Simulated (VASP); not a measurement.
# SnO2 (P4_2/mnm) in VASP: a series of runs

Runs on SnO2. Level: LDA. Tasks: electric field gradients, single point.

All numbers are computed with VASP 6.6.1; they aren't measurements. Logs are shortened: lines on timing, memory, paths and dates and some standing lists are left out, and cuts for length are marked.

## Step 1: The cell of the first run

The structure is tetragonal, space group P4_2/mnm (No. 136). Conventional cell: a = 4.737 Å, b = 4.737 Å, c = 3.186 Å, α = 90.00°, β = 90.00°, γ = 90.00°. Sn (site symmetry mmm) has 6 O at 2.05 to 2.06 Å within 2.7 Å. Within 2.7 Å of O (site symmetry m2m) lie 3 Sn at 2.05 to 2.06 Å and 1 O at 2.60 Å.

## Step 2: Electric field gradients, LDA

File INCAR:

```
  PREC = Accurate
  ENCUT = 520
  EDIFF = 1E-8
  ISMEAR = -1
  SIGMA = 0.03
  LREAL = F
  LASPH = T
  NELM = 60
  ALGO = Normal
  ISIF = 2
  LWAVE = F
  LCHARG = F
  LEFG = T
  NBANDS = 35
```

File KPOINTS:

```
regular mesh
0
Gamma
  4 4 6
```

File POSCAR:

```
SnO2
1.0
    4.7373500000      0.0000000000      0.0000000000
    0.0000000000      4.7373500000      0.0000000000
    0.0000000000      0.0000000000      3.1864000000
Sn O
2 4
Direct
    0.0000000000      0.0000000000      0.0000000000
    0.5000000000      0.5000000000      0.5000000000
    0.3056200000      0.3056200000      0.0000000000
    0.1943800000      0.8056200000      0.5000000000
    0.6943800000      0.6943800000      0.0000000000
    0.8056200000      0.1943800000      0.5000000000
```

Potentials or basis: VASP PAW LDA potentials, release 64 (Sn_d, O).

Started as:

```bash
$ cat potpaw_LDA.64/Sn_d/POTCAR potpaw_LDA.64/O/POTCAR > POTCAR
$ mpirun -np 1 vasp_std > vasp.out
```

OUTCAR:

```text
PREC = Accurate
   ENCUT = 520
   EDIFF = 1E-8
   ISMEAR = -1
   LREAL = F
   LASPH = T
   NELM = 60
   ISIF = 2

 ion  position               nearest neighbor table
   1  0.000  0.000  0.000-   3 2.05   5 2.05   4 2.06   6 2.06   4 2.06   6 2.06   2 3.71   2 3.71
                             2 3.71   2 3.71   2 3.71   2 3.71   2 3.71   2 3.71
   2  0.500  0.500  0.500-   4 2.05   6 2.05   5 2.06   3 2.06   3 2.06   5 2.06   1 3.71   1 3.71
                             1 3.71   1 3.71   1 3.71   1 3.71   1 3.71   1 3.71
   3  0.306  0.306  0.000-   1 2.05   2 2.06   2 2.06
   4  0.194  0.806  0.500-   2 2.05   1 2.06   1 2.06
   5  0.694  0.694  0.000-   1 2.05   2 2.06   2 2.06
   6  0.806  0.194  0.500-   2 2.05   1 2.06   1 2.06

  LATTYP: Found a simple tetragonal cell.
 ALAT       =     4.7373500000
 C/A-ratio  =     0.6726123255

  Lattice vectors:

 A1 = (   4.7373500000,   0.0000000000,   0.0000000000)
 A2 = (   0.0000000000,   4.7373500000,   0.0000000000)
 A3 = (   0.0000000000,   0.0000000000,   3.1864000000)

Analysis of symmetry for initial positions (statically):
=====================================================================
 Subroutine PRICEL returns:
 Original cell was already a primitive cell.

 Routine SETGRP: Setting up the symmetry group for a
 simple tetragonal supercell.

 Subroutine GETGRP returns: Found 16 space group operations
 (whereof  8 operations were pure point group operations)
 out of a pool of 16 trial point group operations.

The static configuration has the point symmetry D_2h.
 The point group associated with its full space group is D_4h.

Analysis of symmetry for dynamics (positions and initial velocities):
=====================================================================
 Subroutine PRICEL returns:
 Original cell was already a primitive cell.

 Routine SETGRP: Setting up the symmetry group for a
 simple tetragonal supercell.

 Subroutine GETGRP returns: Found 16 space group operations
 (whereof  8 operations were pure point group operations)
 out of a pool of 16 trial point group operations.

The dynamic configuration has the point symmetry D_2h.
 The point group associated with its full space group is D_4h.

 Subroutine INISYM returns: Found 16 space group operations
[... 158 lines left out ...]

 k-point     1 :       0.0000    0.0000    0.0000
  band No.  band energies     occupation
      1     -15.1411      2.00000
      2     -14.3738      2.00000
      3     -14.1044      2.00000
      4     -14.0832      2.00000
      5     -14.0832      2.00000
      6     -14.0033      2.00000
[... 901 lines left out ...]
     34      16.7771      0.00000
     35      18.7381      0.00000

------------------------ aborting loop because EDIFF is reached ----------------------------------------

  FORCE on cell =-STRESS in cart. coord.  units (eV):
  Direction    XX          YY          ZZ          XY          YZ          ZX
  --------------------------------------------------------------------------------------
  -------------------------------------------------------------------------------------
  Total       -0.1361844     -0.1361844      0.3153894      0.0000000      0.0000000      0.0000000
  in kB       -3.0511726     -3.0511726      7.0662074      0.0000000      0.0000000      0.0000000
  external PRESSURE =       0.3212874 kB  Pullay stress =       0.0000000 kB

 VOLUME and BASIS-vectors are now :
 -----------------------------------------------------------------------------
  energy-cutoff  :      520.00
  volume of cell :       71.51
      direct lattice vectors                 reciprocal lattice vectors
     4.737350000  0.000000000  0.000000000     0.211088478  0.000000000  0.000000000
     0.000000000  4.737350000  0.000000000     0.000000000  0.211088478  0.000000000
     0.000000000  0.000000000  3.186400000     0.000000000  0.000000000  0.313833794

 POSITION                                       TOTAL-FORCE (eV/Angst)
 -----------------------------------------------------------------------------------
      0.00000      0.00000      0.00000         0.000000     -0.000000     -0.000000
      2.36868      2.36868      1.59320         0.000000     -0.000000     -0.000000
      1.44783      1.44783      0.00000         0.034316      0.034316     -0.000000
      0.92085      3.81650      1.59320        -0.034316      0.034316     -0.000000
      3.28952      3.28952      0.00000        -0.034316     -0.034316      0.000000
      3.81650      0.92085      1.59320         0.034316     -0.034316      0.000000
 -----------------------------------------------------------------------------------
    total drift:                                0.000000      0.000000      0.000000

  FREE ENERGIE OF THE ION-ELECTRON SYSTEM (eV)
  ---------------------------------------------------
  free  energy   TOTEN  =       -42.2793344338 eV

  energy  without entropy=      -42.2793344337  energy(sigma->0) =      -42.27933443

 Electric field gradients (V/A^2)
---------------------------------------------------------------------
 ion       V_xx      V_yy      V_zz      V_xy      V_xz      V_yz
---------------------------------------------------------------------
   1      24.950    24.950   -49.899   -32.698    -0.000    -0.000
   2      24.950    24.950   -49.899    32.698     0.000     0.000
   3     -23.204   -23.204    46.408    82.182     0.000    -0.000
   4     -23.204   -23.204    46.408   -82.182    -0.000    -0.000
   5     -23.204   -23.204    46.408    82.182    -0.000     0.000
   6     -23.204   -23.204    46.408   -82.182     0.000     0.000
---------------------------------------------------------------------

 Electric field gradients after diagonalization (V/A^2)
 (convention: |V_zz| > |V_xx| > |V_yy|)
----------------------------------------------------------------------
 ion       V_xx      V_yy      V_zz     asymmetry (V_yy - V_xx)/ V_zz
----------------------------------------------------------------------
   1     -49.899    -7.748    57.648       0.731
   2     -49.899    -7.748    57.648       0.731
   3      58.978    46.408  -105.386       0.119
   4      58.978    46.408  -105.386       0.119
   5      58.978    46.408  -105.386       0.119
   6      58.978    46.408  -105.386       0.119
----------------------------------------------------------------------

           NMR quadrupolar parameters

 Cq : quadrupolar parameter    Cq=e*Q*V_zz/h
 eta: asymmetry parameters     (V_yy - V_xx)/ V_zz
 Q  : nuclear electric quadrupole moment in mb (millibarn)
----------------------------------------------------------------------
 ion       Cq(MHz)       eta       Q (mb)
----------------------------------------------------------------------
   1       0.139       0.731       1.000
   2       0.139       0.731       1.000
   3      -0.255       0.119       1.000
   4      -0.255       0.119       1.000
   5      -0.255       0.119       1.000
   6      -0.255       0.119       1.000
----------------------------------------------------------------------
```

Wall time 60 s (1 thread of Intel Xeon Platinum 8488C (Sapphire Rapids), shared host); peak memory 0.18 GiB.

Results:

```yaml
Free_energy: -42.2793 eV
Pressure: 0.0 GPa
Largest_force: 0.049 eV/Å
Band_gap_on_the_k_mesh: 1.14 eV
Largest_electric_field_gradient_by_atom: Sn +57.6; O -105.4 V/Å²
```

Forces in eV/Å, atoms in the order of the input:
```
Sn   0.000  0.000  0.000
Sn   0.000  0.000  0.000
O    0.034  0.034  0.000
O   -0.034  0.034  0.000
O   -0.034 -0.034  0.000
O    0.034 -0.034  0.000
```

Stress tensor (GPa, compression positive):
```
-0.31  0.00  0.00
 0.00 -0.31  0.00
 0.00  0.00  0.71
```

Levels at points of the mesh, in eV from the valence-band top:
```
           k point  band 24  band 25  band 26  band 27  band 28  band 29
(0.00, 0.00, 0.00)    -0.81    -0.81     0.00     1.14     5.97     6.07
(0.50, 0.00, 0.00)    -1.23    -0.65    -0.65     4.30     4.30     6.84
(0.50, 0.50, 0.00)    -1.36    -0.92    -0.92     4.71     4.71     7.31
(0.00, 0.00, 0.50)    -1.72    -1.28    -1.28     6.01     6.01     9.48
(0.50, 0.00, 0.50)    -1.14    -0.74    -0.74     6.28     6.28     7.83
(0.50, 0.50, 0.50)    -0.99    -0.85    -0.85     4.64     4.64     8.63
```

Electric field gradients, principal values (V/Å²):
```
atom   least   middle  greatest (by size)
1 Sn  -7.748  -49.899              57.648
2 Sn  -7.748  -49.899              57.648
 3 O  46.408   58.978            -105.386
 4 O  46.408   58.978            -105.386
 5 O  46.408   58.978            -105.386
 6 O  46.408   58.978            -105.386
```

Caveat: without QUAD_EFG the Cq values of the log hold for a quadrupole moment of 1 mb, not for the nuclei; spin-orbit coupling is left out, which moves the levels of the heavy elements. Expect the measured gap to be larger: semilocal functionals such as LDA lack the derivative discontinuity.

## Step 3: Electric field gradients, LDA

File INCAR:

```
SYSTEM = SnO2
PREC     = Accurate       ! precision mode
ENCUT    = 520            ! plane-wave cutoff, eV
EDIFF    = 1E-8           ! SCF threshold, eV
ISMEAR   = -1             ! smearing method
SIGMA    = 0.03           ! smearing width, eV
LREAL    = .False.        ! projectors in reciprocal space
LASPH    = .True.         ! aspherical terms in the spheres
NELM     = 100            ! most SCF steps
ALGO     = Normal         ! electronic algorithm
ISIF     = 2              ! what is computed and relaxed
LWAVE    = .False.        ! write WAVECAR
LCHARG   = .False.        ! write CHGCAR
LEFG     = .True.       
NBANDS   = 35             ! bands
```

File KPOINTS:

```
regular mesh
0
Gamma
  4 4 6
  0 0 0
```

POSCAR is that of step 2.

Potentials or basis: VASP PAW LDA potentials, release 64 (Sn_d, O).

Started as:

```bash
$ cat potpaw_LDA.64/Sn_d/POTCAR potpaw_LDA.64/O/POTCAR > POTCAR
$ mpirun -np 1 vasp_std > vasp.out
```

OUTCAR:

```text
SYSTEM = SnO2
   PREC = Accurate
   ENCUT = 520
   EDIFF = 1E-8
   ISMEAR = -1
   LREAL = .False.
   LASPH = .True.
   NELM = 100
   ISIF = 2

 ion  position               nearest neighbor table
   1  0.000  0.000  0.000-   3 2.05   5 2.05   4 2.06   6 2.06   4 2.06   6 2.06   2 3.71   2 3.71
                             2 3.71   2 3.71   2 3.71   2 3.71   2 3.71   2 3.71
   2  0.500  0.500  0.500-   4 2.05   6 2.05   5 2.06   3 2.06   3 2.06   5 2.06   1 3.71   1 3.71
                             1 3.71   1 3.71   1 3.71   1 3.71   1 3.71   1 3.71
   3  0.306  0.306  0.000-   1 2.05   2 2.06   2 2.06
   4  0.194  0.806  0.500-   2 2.05   1 2.06   1 2.06
   5  0.694  0.694  0.000-   1 2.05   2 2.06   2 2.06
   6  0.806  0.194  0.500-   2 2.05   1 2.06   1 2.06

  LATTYP: Found a simple tetragonal cell.
 ALAT       =     4.7373500000
 C/A-ratio  =     0.6726123255

  Lattice vectors:

 A1 = (   4.7373500000,   0.0000000000,   0.0000000000)
 A2 = (   0.0000000000,   4.7373500000,   0.0000000000)
 A3 = (   0.0000000000,   0.0000000000,   3.1864000000)

Analysis of symmetry for initial positions (statically):
=====================================================================
 Subroutine PRICEL returns:
 Original cell was already a primitive cell.
[... 1126 lines left out ...]
    total drift:                                0.000000      0.000000      0.000000

  FREE ENERGIE OF THE ION-ELECTRON SYSTEM (eV)
  ---------------------------------------------------
  free  energy   TOTEN  =       -42.2793344338 eV

  energy  without entropy=      -42.2793344337  energy(sigma->0) =      -42.27933443

 Electric field gradients (V/A^2)
---------------------------------------------------------------------
 ion       V_xx      V_yy      V_zz      V_xy      V_xz      V_yz
---------------------------------------------------------------------
   1      24.950    24.950   -49.899   -32.698    -0.000    -0.000
   2      24.950    24.950   -49.899    32.698     0.000     0.000
   3     -23.204   -23.204    46.408    82.182     0.000    -0.000
   4     -23.204   -23.204    46.408   -82.182    -0.000    -0.000
   5     -23.204   -23.204    46.408    82.182    -0.000     0.000
   6     -23.204   -23.204    46.408   -82.182     0.000     0.000
---------------------------------------------------------------------

 Electric field gradients after diagonalization (V/A^2)
 (convention: |V_zz| > |V_xx| > |V_yy|)
----------------------------------------------------------------------
 ion       V_xx      V_yy      V_zz     asymmetry (V_yy - V_xx)/ V_zz
----------------------------------------------------------------------
   1     -49.899    -7.748    57.648       0.731
   2     -49.899    -7.748    57.648       0.731
   3      58.978    46.408  -105.386       0.119
   4      58.978    46.408  -105.386       0.119
   5      58.978    46.408  -105.386       0.119
   6      58.978    46.408  -105.386       0.119
----------------------------------------------------------------------

           NMR quadrupolar parameters

 Cq : quadrupolar parameter    Cq=e*Q*V_zz/h
 eta: asymmetry parameters     (V_yy - V_xx)/ V_zz
 Q  : nuclear electric quadrupole moment in mb (millibarn)
----------------------------------------------------------------------
 ion       Cq(MHz)       eta       Q (mb)
----------------------------------------------------------------------
   1       0.139       0.731       1.000
   2       0.139       0.731       1.000
   3      -0.255       0.119       1.000
   4      -0.255       0.119       1.000
   5      -0.255       0.119       1.000
   6      -0.255       0.119       1.000
----------------------------------------------------------------------
```

OSZICAR:

```text
N       E                     dE             d eps       ncg     rms          rms(c)
DAV:   1     0.629466549068E+03    0.62947E+03   -0.25539E+04  1870   0.233E+03
DAV:   2     0.527673504694E+02   -0.57670E+03   -0.54293E+03  1840   0.615E+02
DAV:   3    -0.431882584911E+02   -0.95956E+02   -0.94484E+02  1782   0.208E+02
DAV:   4    -0.482995064768E+02   -0.51112E+01   -0.50701E+01  2146   0.514E+01
DAV:   5    -0.484382967581E+02   -0.13879E+00   -0.13856E+00  2071   0.898E+00    0.158E+01
DAV:   6    -0.423500444142E+02    0.60883E+01   -0.16918E+01  2626   0.640E+01    0.640E+00
DAV:   7    -0.423734964137E+02   -0.23452E-01   -0.19382E+00  1952   0.781E+00    0.319E+00
DAV:   8    -0.422937007358E+02    0.79796E-01   -0.21088E-01  2606   0.414E+00    0.720E-01
DAV:   9    -0.422791922821E+02    0.14508E-01   -0.31709E-02  2807   0.296E+00    0.127E-01
DAV:  10    -0.422793208319E+02   -0.12855E-03   -0.33393E-03  2194   0.460E-01    0.480E-02
DAV:  11    -0.422793339950E+02   -0.13163E-04   -0.12944E-04  2693   0.123E-01    0.209E-02
DAV:  12    -0.422793369105E+02   -0.29155E-05   -0.13076E-05  2048   0.241E-02    0.133E-02
DAV:  13    -0.422793343581E+02    0.25524E-05   -0.86244E-06  2440   0.411E-02    0.160E-03
DAV:  14    -0.422793344331E+02   -0.75025E-07   -0.82150E-07  2407   0.746E-03    0.102E-03
DAV:  15    -0.422793344338E+02   -0.74670E-09   -0.27754E-08  1877   0.171E-03
   1 F= -.42279334E+02 E0= -.42279334E+02  d E =-.140567E-09
```

stdout:

```text
POSCAR found type information on POSCAR SnO
 POSCAR found :  2 types and       6 ions
 scaLAPACK will be used
 LDA part: xc-table for (Slater(with rela. corr.)+CA(PZ))
 , standard interpolation
 POSCAR, INCAR and KPOINTS ok, starting setup
 FFT: planning ... GRIDC
 FFT: planning ... GRID_SOFT
 FFT: planning ... GRID
 WAVECAR not read
 entering main loop
ion   1

ion   2

ion   3

ion   4

ion   5

ion   6
```

Run time: 55 s. Hardware: 1 thread of Intel Xeon Platinum 8488C (Sapphire Rapids), shared host; peak memory 0.18 GiB.

What came out:

| Item | Value |
| --- | --- |
| Free energy | -42.2793 eV |
| Pressure | 0.0 GPa |
| Largest force | 0.049 eV/Å |
| Band gap on the k mesh | 1.14 eV |
| Largest electric field gradient by atom | Sn +57.6; O -105.4 V/Å² |

Forces in eV/Å, atoms in the order of the input:
```
Sn   0.000  0.000  0.000
Sn   0.000  0.000  0.000
O    0.034  0.034  0.000
O   -0.034  0.034  0.000
O   -0.034 -0.034  0.000
O    0.034 -0.034  0.000
```

Stress tensor (GPa, compression positive):
```
-0.31  0.00  0.00
 0.00 -0.31  0.00
 0.00  0.00  0.71
```

Electric field gradients, principal values (V/Å²):
```tsv
atom	least	middle	greatest (by size)
1 Sn	-7.748	-49.899	57.648
2 Sn	-7.748	-49.899	57.648
3 O	46.408	58.978	-105.386
4 O	46.408	58.978	-105.386
5 O	46.408	58.978	-105.386
6 O	46.408	58.978	-105.386
```

Caveat: without QUAD_EFG the Cq values of the log hold for a quadrupole moment of 1 mb, not for the nuclei; spin-orbit coupling is left out, which moves the levels of the heavy elements. Expect the measured gap to be larger: semilocal functionals such as LDA lack the derivative discontinuity.

[end of part 1 of 2]
